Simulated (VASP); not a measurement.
# BP in VASP: a series of runs

BP is run at these levels: PBE; tasks: electric field gradients, density of states.

Everything below comes from runs of VASP 6.6.1. Logs are shortened: lines on timing, memory, paths and dates and some standing lists are left out, and cuts for length are marked.

## 1. The cell of the first run

Symmetry: F-43m, No. 216, cubic system. The conventional cell has a = 4.598 Å, b = 4.598 Å, c = 4.598 Å, α = 90.00°, β = 90.00°, γ = 90.00°. B (site symmetry -43m) has 4 P at 1.99 Å within 2.6 Å. P (site symmetry -43m) has 4 B at 1.99 Å within 2.6 Å.

## 2. Electric field gradients, PBE (volume scaled by 1.04)

INCAR reads:

```
PREC = Accurate
ENCUT = 520
EDIFF = 1E-8
ISMEAR = -1
SIGMA = 0.05
LREAL = F
LASPH = T
NELM = 80
ALGO = Normal
ISIF = 2
LWAVE = F
LCHARG = F
GGA = PE
LEFG = T
NBANDS = 11
```

KPOINTS reads:

```
regular mesh
0
Gamma
  15 15 15
```

POSCAR reads:

```
BP
1.0
    0.0000000000      2.2988586873      2.2988586873
    2.2988586873      0.0000000000      2.2988586873
    2.2988586873      2.2988586873      0.0000000000
B P
1 1
Direct
    0.0000000000      0.0000000000      0.0000000000
    0.7500000000      0.7500000000      0.7500000000
```

Potentials or basis: VASP PAW PBE potentials, release 64 (B, P).

On the command line:

```
$ cat potpaw_PBE.64/B/POTCAR potpaw_PBE.64/P/POTCAR > POTCAR
$ mpirun -np 1 vasp_std > vasp.out
```

OUTCAR:

```text
PREC = Accurate
   ENCUT = 520
   EDIFF = 1E-8
   ISMEAR = -1
   LREAL = F
   LASPH = T
   NELM = 80
   ISIF = 2
   GGA = PE

 ion  position               nearest neighbor table
   1  0.000  0.000  0.000-   2 1.99   2 1.99   2 1.99   2 1.99
   2  0.750  0.750  0.750-   1 1.99   1 1.99   1 1.99   1 1.99

  LATTYP: Found a face centered cubic cell.
 ALAT       =     4.5977173746

  Lattice vectors:

 A1 = (   0.0000000000,   2.2988586873,   2.2988586873)
 A2 = (   2.2988586873,   0.0000000000,   2.2988586873)
 A3 = (   2.2988586873,   2.2988586873,   0.0000000000)

Analysis of symmetry for initial positions (statically):
=====================================================================
 Subroutine PRICEL returns:
 Original cell was already a primitive cell.

 Routine SETGRP: Setting up the symmetry group for a
 face centered cubic supercell.

 Subroutine GETGRP returns: Found 24 space group operations
 (whereof 24 operations were pure point group operations)
 out of a pool of 48 trial point group operations.

The static configuration has the point symmetry T_d .

Analysis of symmetry for dynamics (positions and initial velocities):
=====================================================================
 Subroutine PRICEL returns:
 Original cell was already a primitive cell.

 Routine SETGRP: Setting up the symmetry group for a
 face centered cubic supercell.

 Subroutine GETGRP returns: Found 24 space group operations
 (whereof 24 operations were pure point group operations)
 out of a pool of 48 trial point group operations.

The dynamic configuration has the point symmetry T_d .

 Subroutine INISYM returns: Found 24 space group operations
 (whereof 24 operations are pure point group operations),
 and found     1 'primitive' translations

----------------------------------------------------------------------------------------

                                     Primitive cell

  volume of cell :      24.2978

  direct lattice vectors                    reciprocal lattice vectors
     0.000000000  2.298858687  2.298858687    -0.217499232  0.217499232  0.217499232
[... 127 lines left out ...]
  ext. energy  EPLUGINS =         0.00000000
  ---------------------------------------------------
  free energy    TOTEN  =       -12.91832897 eV

  energy without entropy =      -12.91832896  energy(sigma->0) =      -12.91832896

 E-fermi :   7.6091     XC(G=0): -10.7391

 val. band max:        6.9746869867   @ k =   0.0000   0.0000   0.0000
 cond. band min:       8.2668001394   @ k =   0.4000   0.4000   0.0000
 fundamental gap:      1.2921131527
 Fermi energy:         7.6091409715

 k-point     1 :       0.0000    0.0000    0.0000
  band No.  band energies     occupation
      1      -8.1398      2.00000
      2       6.9747      1.99999
      3       6.9747      1.99999
      4       6.9747      1.99999
      5      10.3207      0.00000
      6      10.3207      0.00000
      7      10.3207      0.00000
      8      13.7594      0.00000
      9      18.2301      0.00000
     10      18.9941      0.00000
     11      18.9941      0.00000
[... 309 lines left out ...]
 k-point    24 :       0.2000    0.1333    0.0000
  band No.  band energies     occupation
      1      -7.4463      2.00000
      2       4.3961      2.00000
      3       5.3285      2.00000
      4       5.6219      2.00000
      5       9.6682      0.00000
      6      12.4618      0.00000
      7      12.6391      0.00000
      8      13.8949      0.00000
      9      17.3661      0.00000
     10      19.4717      0.00000
     11      20.2055      0.00000

 [... further k-points ...]
[... 5 lines left out ...]
  --------------------------------------------------------------------------------------
  -------------------------------------------------------------------------------------
  Total       -0.7773480     -0.7773480     -0.7773480      0.0000000      0.0000000      0.0000000
  in kB      -51.2577168    -51.2577168    -51.2577168      0.0000000      0.0000000      0.0000000
  external PRESSURE =     -51.2577168 kB  Pullay stress =       0.0000000 kB

 VOLUME and BASIS-vectors are now :
 -----------------------------------------------------------------------------
  energy-cutoff  :      520.00
  volume of cell :       24.30
      direct lattice vectors                 reciprocal lattice vectors
     0.000000000  2.298858687  2.298858687    -0.217499232  0.217499232  0.217499232
     2.298858687  0.000000000  2.298858687     0.217499232 -0.217499232  0.217499232
     2.298858687  2.298858687  0.000000000     0.217499232  0.217499232 -0.217499232

 POSITION                                       TOTAL-FORCE (eV/Angst)
 -----------------------------------------------------------------------------------
      0.00000      0.00000      0.00000         0.000000      0.000000     -0.000000
      3.44829      3.44829      3.44829        -0.000000     -0.000000      0.000000
 -----------------------------------------------------------------------------------
    total drift:                               -0.000000     -0.000000     -0.000000

  FREE ENERGIE OF THE ION-ELECTRON SYSTEM (eV)
  ---------------------------------------------------
  free  energy   TOTEN  =       -12.9183289708 eV

  energy  without entropy=      -12.9183289562  energy(sigma->0) =      -12.91832896

 Electric field gradients (V/A^2)
---------------------------------------------------------------------
 ion       V_xx      V_yy      V_zz      V_xy      V_xz      V_yz
---------------------------------------------------------------------
   1       0.000    -0.000    -0.000     0.000     0.000     0.000
   2      -0.000    -0.000    -0.000     0.000     0.000     0.000
---------------------------------------------------------------------

 Electric field gradients after diagonalization (V/A^2)
 (convention: |V_zz| > |V_xx| > |V_yy|)
----------------------------------------------------------------------
 ion       V_xx      V_yy      V_zz     asymmetry (V_yy - V_xx)/ V_zz
----------------------------------------------------------------------
   1      -0.000    -0.000     0.000       0.000
   2      -0.000    -0.000     0.000       0.000
----------------------------------------------------------------------

           NMR quadrupolar parameters

 Cq : quadrupolar parameter    Cq=e*Q*V_zz/h
 eta: asymmetry parameters     (V_yy - V_xx)/ V_zz
 Q  : nuclear electric quadrupole moment in mb (millibarn)
----------------------------------------------------------------------
 ion       Cq(MHz)       eta       Q (mb)
----------------------------------------------------------------------
   1       0.000       0.000       1.000
   2       0.000       0.000       1.000
----------------------------------------------------------------------
```

stdout:

```text
POSCAR found type information on POSCAR B P
 POSCAR found :  2 types and       2 ions
 scaLAPACK will be used
 LDA part: xc-table for (Slater+PW92), standard interpolation
 POSCAR, INCAR and KPOINTS ok, starting setup
 FFT: planning ... GRIDC
 FFT: planning ... GRID_SOFT
 FFT: planning ... GRID
 WAVECAR not read
 entering main loop
ion   1

ion   2
```

Run time: 29 s. Hardware: 1 thread of AMD EPYC 9R45 (Zen 5), shared host; peak memory 0.12 GiB.

Results:

```
Free energy            : -12.9183 eV
Pressure               : -5.1 GPa
Band gap on the k mesh : 1.29 eV, indirect (least direct gap 3.35 eV)
```

Caveat: the cell differs from its parent crystal (volume scaled by 1.04); without QUAD_EFG the Cq values of the log hold for a quadrupole moment of 1 mb, not for the nuclei.

## 3. Density of states, PBE

This run uses another cell than the first one, of 11.68 Å³/atom, 0.962 times its volume.

POSCAR reads:

```
BP
1.0
    0.0000000000      2.2690000000      2.2690000000
    2.2690000000      0.0000000000      2.2690000000
    2.2690000000      2.2690000000      0.0000000000
B P
1 1
Direct
    0.0000000000      0.0000000000      0.0000000000
    0.7500000000      0.7500000000      0.7500000000
```

INCAR.step1 reads:

```
SYSTEM = BP
PREC = Accurate ; ENCUT = 520
EDIFF = 1E-6 ; ISMEAR = -1
SIGMA = 0.05 ; LREAL = .FALSE.
LASPH = .TRUE. ; NELM = 60
ALGO = Normal ; ISIF = 2
LWAVE = .FALSE. ; LCHARG = .TRUE.
GGA = PE ; NBANDS = 11
```

KPOINTS.step1 reads:

```
regular mesh
0
G
  15 15 15
  0 0 0
```

INCAR.step2 reads:

```
SYSTEM = BP
PREC = Accurate ; ENCUT = 520
EDIFF = 1E-6 ; ISMEAR = -5
SIGMA = 0.05 ; LREAL = .FALSE.
LASPH = .TRUE. ; NELM = 60
ALGO = Normal ; ISIF = 2
LWAVE = .FALSE. ; LCHARG = .FALSE.
GGA = PE ; LORBIT = 11
NBANDS = 11 ; NEDOS = 1001
ICHARG = 11
```

KPOINTS.step2 reads:

```
regular mesh
0
G
  23 23 23
  0 0 0
```

Potentials or basis: VASP PAW PBE potentials, release 64 (B, P).

On the command line:

```
$ cat potpaw_PBE.64/B/POTCAR potpaw_PBE.64/P/POTCAR > POTCAR
$ cp INCAR.step1 INCAR
$ cp KPOINTS.step1 KPOINTS
$ mpirun -np 1 vasp_std > vasp.out
$ cp INCAR.step2 INCAR
$ cp KPOINTS.step2 KPOINTS
$ mpirun -np 1 vasp_std > vasp.out
```

OUTCAR:

```text
SYSTEM = BP
   PREC = Accurate
   ENCUT = 520
   EDIFF = 1E-6
   ISMEAR = -5
   LREAL = .FALSE.
   LASPH = .TRUE.
   NELM = 60
   ISIF = 2
   GGA = PE
   LORBIT = 11
   ICHARG = 11

 ion  position               nearest neighbor table
   1  0.000  0.000  0.000-   2 1.97   2 1.97   2 1.97   2 1.97
   2  0.750  0.750  0.750-   1 1.97   1 1.97   1 1.97   1 1.97

  LATTYP: Found a face centered cubic cell.
 ALAT       =     4.5380000000

  Lattice vectors:

 A1 = (   0.0000000000,   2.2690000000,   2.2690000000)
 A2 = (   2.2690000000,   0.0000000000,   2.2690000000)
[... 527 lines left out ...]
  -------------------------------------------------------------------------------------
  Total        0.1304132      0.1304132      0.1304132      0.0000000      0.0000000     -0.0000000
  in kB        8.9433171      8.9433171      8.9433171      0.0000000      0.0000000     -0.0000000
  external PRESSURE =       8.9433171 kB  Pullay stress =       0.0000000 kB

 VOLUME and BASIS-vectors are now :
 -----------------------------------------------------------------------------
  energy-cutoff  :      520.00
  volume of cell :       23.36
      direct lattice vectors                 reciprocal lattice vectors
     0.000000000  2.269000000  2.269000000    -0.220361393  0.220361393  0.220361393
     2.269000000  0.000000000  2.269000000     0.220361393 -0.220361393  0.220361393
     2.269000000  2.269000000  0.000000000     0.220361393  0.220361393 -0.220361393

 POSITION                                       TOTAL-FORCE (eV/Angst)
 -----------------------------------------------------------------------------------
      0.00000      0.00000      0.00000        -0.000000     -0.000000     -0.000000
      3.40350      3.40350      3.40350         0.000000      0.000000      0.000000
 -----------------------------------------------------------------------------------
    total drift:                               -0.000000     -0.000000     -0.000000

  FREE ENERGIE OF THE ION-ELECTRON SYSTEM (eV)
  ---------------------------------------------------
  free  energy   TOTEN  =       -12.9307982373 eV

  energy  without entropy=      -12.9307982373  energy(sigma->0) =      -12.93079824

 total charge

# of ion       s       p       d       tot
------------------------------------------
    1        0.668   1.274   0.000   1.942
    2        0.992   1.577   0.000   2.569
--------------------------------------------------
tot          1.660   2.851   0.000   4.511
```

Run time: 57 s. Hardware: 1 thread of AMD EPYC 9R45 (Zen 5), shared host; peak memory 0.16 GiB.

Results:

```yaml
Valence_electrons_inside_the_program's_atomic_spheres: B 1.94; P 2.57
```

## 4. Electric field gradients, PBE (zz strain of -2 %)

INCAR reads:

```
ALGO = Normal
EDIFF = 1E-8
ENCUT = 520
GGA = PE
ISIF = 2
ISMEAR = -1
LASPH = T
LCHARG = F
LEFG = T
LREAL = F
LWAVE = F
NBANDS = 11
NELM = 60
PREC = Accurate
SIGMA = 0.05
```

KPOINTS reads:

```
k-points
0
Gamma
  15 15 15
```

POSCAR reads:

```
BP
1.0
    0.0000000000      2.2690000000      2.2236200000
    2.2690000000      0.0000000000      2.2236200000
    2.2690000000      2.2690000000      0.0000000000
B P
1 1
Direct
    0.0000000000      0.0000000000      0.0000000000
    0.7500000000      0.7500000000      0.7500000000
```

Potentials or basis: VASP PAW PBE potentials, release 64 (B, P).

On the command line:

```
$ cat potpaw_PBE.64/B/POTCAR potpaw_PBE.64/P/POTCAR > POTCAR
$ mpirun -np 1 vasp_std > vasp.out
```

OUTCAR:

```text
EDIFF = 1E-8
   ENCUT = 520
   GGA = PE
   ISIF = 2
   ISMEAR = -1
   LASPH = T
   LREAL = F
   NELM = 60
   PREC = Accurate

 ion  position               nearest neighbor table
   1  0.000  0.000  0.000-   2 1.95   2 1.95   2 1.95   2 1.95
   2  0.750  0.750  0.750-   1 1.95   1 1.95   1 1.95   1 1.95

  LATTYP: Found a body centered tetragonal cell.
 ALAT       =     3.2088505730
 C/A-ratio  =     1.3859292911

  Lattice vectors:

 A1 = (   0.0000000000,  -2.2690000000,  -2.2236200000)
 A2 = (   0.0000000000,   2.2690000000,  -2.2236200000)
 A3 = (   2.2690000000,   0.0000000000,   2.2236200000)

Analysis of symmetry for initial positions (statically):
=====================================================================
 Subroutine PRICEL returns:
 Original cell was already a primitive cell.

 Routine SETGRP: Setting up the symmetry group for a
 body centered tetragonal supercell.

[... 523 lines left out ...]
  volume of cell :       22.90
      direct lattice vectors                 reciprocal lattice vectors
     0.000000000  2.269000000  2.223620000    -0.220361393  0.220361393  0.224858564
     2.269000000  0.000000000  2.223620000     0.220361393 -0.220361393  0.224858564
     2.269000000  2.269000000  0.000000000     0.220361393  0.220361393 -0.224858564

 POSITION                                       TOTAL-FORCE (eV/Angst)
 -----------------------------------------------------------------------------------
      0.00000      0.00000      0.00000        -0.000000     -0.000000      0.000000
      3.40350      3.40350      3.33543         0.000000      0.000000      0.000000
 -----------------------------------------------------------------------------------
    total drift:                               -0.000000     -0.000000      0.000000

  FREE ENERGIE OF THE ION-ELECTRON SYSTEM (eV)
  ---------------------------------------------------
  free  energy   TOTEN  =       -12.9177877946 eV

  energy  without entropy=      -12.9177876443  energy(sigma->0) =      -12.91778772

 Electric field gradients (V/A^2)
---------------------------------------------------------------------
 ion       V_xx      V_yy      V_zz      V_xy      V_xz      V_yz
---------------------------------------------------------------------
   1       0.058     0.058    -0.115     0.000     0.000     0.000
   2       0.421     0.421    -0.843    -0.000    -0.000    -0.000
---------------------------------------------------------------------

 Electric field gradients after diagonalization (V/A^2)
 (convention: |V_zz| > |V_xx| > |V_yy|)
----------------------------------------------------------------------
 ion       V_xx      V_yy      V_zz     asymmetry (V_yy - V_xx)/ V_zz
----------------------------------------------------------------------
   1       0.058     0.058    -0.115       0.001
   2       0.421     0.421    -0.843       0.000
----------------------------------------------------------------------

           NMR quadrupolar parameters

 Cq : quadrupolar parameter    Cq=e*Q*V_zz/h
 eta: asymmetry parameters     (V_yy - V_xx)/ V_zz
 Q  : nuclear electric quadrupole moment in mb (millibarn)
----------------------------------------------------------------------
 ion       Cq(MHz)       eta       Q (mb)
----------------------------------------------------------------------
   1      -0.000       0.001       1.000
   2      -0.002       0.000       1.000
----------------------------------------------------------------------
```

OSZICAR:

```text
N       E                     dE             d eps       ncg     rms          rms(c)
DAV:   1     0.908451479863E+01    0.90845E+01   -0.40253E+03  6368   0.659E+02
DAV:   2    -0.130561139110E+02   -0.22141E+02   -0.21100E+02  8480   0.110E+02
DAV:   3    -0.136659985457E+02   -0.60988E+00   -0.60837E+00  8018   0.158E+01
DAV:   4    -0.136682936161E+02   -0.22951E-02   -0.22948E-02  7256   0.114E+00
DAV:   5    -0.136683051648E+02   -0.11549E-04   -0.11548E-04  7823   0.804E-02    0.742E+00
DAV:   6    -0.130223080422E+02    0.64600E+00   -0.14466E+00  7227   0.526E+00    0.399E+00
DAV:   7    -0.129253021394E+02    0.97006E-01   -0.25281E-01  7932   0.250E+00    0.136E+00
DAV:   8    -0.129172646394E+02    0.80375E-02   -0.27381E-02  7473   0.952E-01    0.200E-01
DAV:   9    -0.129175833258E+02   -0.31869E-03   -0.70685E-04  7430   0.182E-01    0.129E-01
DAV:  10    -0.129177766421E+02   -0.19332E-03   -0.24540E-04  7169   0.986E-02    0.290E-02
DAV:  11    -0.129177869079E+02   -0.10266E-04   -0.11121E-05  8041   0.221E-02    0.347E-02
DAV:  12    -0.129177878584E+02   -0.95043E-06   -0.45989E-06  7185   0.105E-02    0.150E-02
DAV:  13    -0.129177877351E+02    0.12321E-06   -0.13020E-07  7743   0.233E-03    0.636E-03
DAV:  14    -0.129177878005E+02   -0.65375E-07   -0.40074E-08  7386   0.106E-03    0.275E-04
DAV:  15    -0.129177877946E+02    0.58690E-08   -0.21821E-09  3897   0.311E-04
   1 F= -.12917788E+02 E0= -.12917788E+02  d E =-.150303E-06
```

Run time: 32 s. Hardware: 1 thread of Intel Xeon 6975P-C, shared host; peak memory 0.19 GiB.

Results:

```
Free energy            : -12.9178 eV
Pressure               : 4.4 GPa
Band gap on the k mesh : 0.91 eV, indirect (least direct gap 3.23 eV)
```

Electric field gradients, principal values (V/Å²):
```tsv
atom	least	middle	greatest (by size)
1 B	0.058	0.058	-0.115
2 P	0.421	0.421	-0.843
```

Caveat: the cell differs from its parent crystal (zz strain of -2 %); without QUAD_EFG the Cq values of the log hold for a quadrupole moment of 1 mb, not for the nuclei. A k mesh can miss the band edges.

## 5. Overview

```csv
task,cell,k mesh for the DOS,occupations for the DOS,gap on the mesh (eV),pressure (GPa)
electric field gradients,"a = 3.251 Å, angles 60.0°, 2 atoms",-,-,1.29,-5.1
density of states,"a = 3.209 Å, angles 60.0°, 2 atoms",23 × 23 × 23,tetrahedron,-,-
electric field gradients,"a = 3.177, b = 3.177, c = 3.209 Å, angles 59.7, 59.7, 60.7°, 2 atoms",-,-,0.91,4.4
```

Alike in all rows: level PBE; potentials or basis VASP PAW PBE potentials, release 64 (B, P); no spin polarisation; k mesh 15 × 15 × 15; cutoff (eV) 520; smearing fermi-dirac 0.05 eV.

Total energies depend on the potentials used, so only differences within one code and one set of settings carry meaning.
